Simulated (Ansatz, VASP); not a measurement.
# CdTe in VASP and in Ansatz

File INCAR:

```
ALGO = Normal
EDIFF = 1E-6
ENCUT = 520
GGA = PE
ISIF = 2
ISMEAR = 0
LASPH = True
LCHARG = False
LREAL = False
LWAVE = False
NBANDS = 16
NELM = 60
PREC = Accurate
SIGMA = 0.05
```

Contents of KPOINTS:

```
k-points
0
Gamma
  10 10 10
```

File POSCAR:

```
CdTe
1.0
    0.0000000000      3.3583169833      3.4079472836
    3.3583169833      0.0000000000      3.4079472836
    3.3583169833      3.3583169833      0.0000000000
Cd Te
1 1
Direct
    0.0000000000      0.0000000000      0.0000000000
    0.7500000000      0.7500000000      0.7500000000
```

Input for Ansatz:

```yaml
crystal:
  lattice:
    - [0.0, 3.3583169833, 3.4079472836]
    - [3.3583169833, 0.0, 3.4079472836]
    - [3.3583169833, 3.3583169833, 0.0]
  atoms:
    - { symbol: Cd, position: [0.0, 0.0, 0.0] }
    - { symbol: Te, position: [0.75, 0.75, 0.75] }
basis:
  ecutwfc: 420
kpoints:
  mp_grid: { grid: [10, 10, 10] }
hamiltonian:
  xc: pbe
scf:
  occupations: { method: gaussian, width: 0.05 }
output:
  forces: true
  stress: true
  eigenvalues: true
```

Change from the starting cell: strain +0.015 along x and y, +0.030 along z, atoms carried along.

Alike in both runs: task single point; functional PBE; k mesh 10 × 10 × 10; occupations gaussian, width 0.05 eV; no spin polarisation.

|  | VASP | Ansatz |
| --- | --- | --- |
| version | VASP 6.6.1 | Ansatz 0.2.0 |
| potentials or method | VASP PAW PBE potentials, release 64 (Cd, Te), cutoff 520 eV | scalar-relativistic, plane waves, PAW |
| valence electrons in the cell | 18 | 36 |

Ansatz gave:

```
gap on the k mesh at the Fermi level (eV)                     : 0.40
least direct gap on the mesh (eV)                             : 0.40
pressure (GPa)                                                : -1.8
traceless stress, the component that is largest in VASP (GPa) : -0.18
```

Question: Which values does VASP return?

Answer: gap on the k mesh at the Fermi level (eV): 0.40; least direct gap on the mesh (eV): 0.40; pressure (GPa): -1.7; traceless stress, the component that is largest in VASP (GPa): -0.17.

The functional is the same, so the differences come from potentials, cutoffs and numerics. VASP's potentials hold 18 valence electrons a cell and Ansatz's 36, so a difference there can come from the potentials and not from the codes.

Spin-orbit coupling is off throughout.
